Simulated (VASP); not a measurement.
Wanted: the native input for a VASP 6.6.1 run.

| Quantity | Value |
| --- | --- |
| Task | single point |
| Functional | PBE0 |
| Potentials or basis | VASP PAW PBE potentials, release 64 (Ru_pv, Au) |
| Cutoff | 400 eV |
| k mesh | 5 × 5 × 5 |
| Occupations | fermi-dirac, width 0.05 eV |
| Spin | no spin polarisation |
| Dipole correction | no |
| Grid for exact exchange (PRECFOCK) | Normal |
| Further INCAR settings | ALGO = Normal; EDIFF = 1e-06; NBANDS = 20 |
| Share of exact exchange | 0.25 |

RuAu:

```
Ru Au
1.0
     3.16481    0.00000    0.00000
     0.00000    3.16481    0.00000
     0.00000    0.00000    3.16481
Ru Au
1 1
Direct
  0.00000 0.00000 0.00000
  0.50000 0.50000 0.50000
```

The input as run:

POSCAR

```
RuAu
1.0
    3.1648100000      0.0000000000      0.0000000000
    0.0000000000      3.1648100000      0.0000000000
    0.0000000000      0.0000000000      3.1648100000
Ru Au
1 1
Direct
    0.0000000000      0.0000000000      0.0000000000
    0.5000000000      0.5000000000      0.5000000000
```

INCAR.step1

```
  ALGO = Normal
  EDIFF = 1E-5
  ENCUT = 400
  GGA = PE
  GGA_COMPAT = F
  ISIF = 2
  ISMEAR = -1
  LASPH = T
  LCHARG = F
  LREAL = F
  LWAVE = T
  NBANDS = 20
  NELM = 120
  PREC = Accurate
  SIGMA = 0.05
```

INCAR.step2

```
  AEXX = 0.25
  ALGO = Normal
  EDIFF = 1E-6
  ENCUT = 400
  GGA = PE
  GGA_COMPAT = F
  ISIF = 2
  ISMEAR = -1
  ISTART = 1
  LASPH = T
  LCHARG = F
  LHFCALC = T
  LREAL = F
  LWAVE = F
  NBANDS = 20
  NELM = 120
  PREC = Accurate
  PRECFOCK = Normal
  SIGMA = 0.05
```

KPOINTS

```
k-points
0
Gamma
  5 5 5
```

Potentials or basis: VASP PAW PBE potentials, release 64 (Ru_pv, Au).

Launch:

```sh
$ cat potpaw_PBE.64/Ru_pv/POTCAR potpaw_PBE.64/Au/POTCAR > POTCAR
$ cp INCAR.step1 INCAR
$ mpirun -np 1 vasp_std > vasp.out
$ cp INCAR.step2 INCAR
$ mpirun -np 1 vasp_std > vasp.out
```

Results of the run:

```
Pressure               : -9.7 GPa
Band gap on the k mesh : zero (an odd number of electrons rules out a gap without spin polarisation)
```

Caveat: the k points lie up to 0.40 Å⁻¹ apart, too coarse for converged energies and pressures of a metal; the PAW data sets were made with another functional, which shifts forces and pressure a little; spin-orbit coupling is left out, which moves the levels of the heavy elements.

It took 5 min on 1 thread of Intel(R) Xeon(R) 6975P-C (Granite Rapids), with other jobs on the host, peak memory 0.13 GiB.
